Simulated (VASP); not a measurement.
A run of VASP 6.6.1 is set up as follows.

File INCAR:

```
PREC = Accurate
ENCUT = 600
EDIFF = 1E-7
ISMEAR = 0
SIGMA = 0.03
LREAL = False
LASPH = True
NELM = 80
ALGO = Normal
ISIF = 3
LWAVE = False
LCHARG = False
GGA = PS
IBRION = 2
NSW = 90
EDIFFG = -0.005
KPAR = 2
```

KPOINTS

```
Automatic mesh
0
Gamma
  10 10 10
```

POSCAR

```
TiO2                                    
1.0
   -1.8860493893      1.8860493893      4.7794972993
    1.8860493893     -1.8860493893      4.7794972993
    1.8860493893      1.8860493893     -4.7794972993
  Ti              O             
     2     4
Direct
     0.0000000000000000    0.0000000000000000    0.0000000000000000
     0.7500000000000000    0.2500000000000000    0.5000000000000000
     0.2075587146242187    0.2075587146242187    0.0000000000000000
     0.9575587146242187    0.4575587146242186    0.5000000000000000
     0.5424412853757813    0.0424412853757814    0.5000000000000000
     0.7924412853757813    0.7924412853757813    0.0000000000000000
```

Potentials or basis: VASP PAW PBE potentials, release 64 (Ti_sv, O).

Command:

```console
$ cat potpaw_PBE.64/Ti_sv/POTCAR potpaw_PBE.64/O/POTCAR > POTCAR
$ mpirun -np 2 vasp_std > vasp.out
```

(1) Estimate the band gap on the k mesh.

Results:

(1) 2.09 eV (least direct gap 2.42 eV).

Caveat: the relaxation stopped at its first step, so nothing moved.
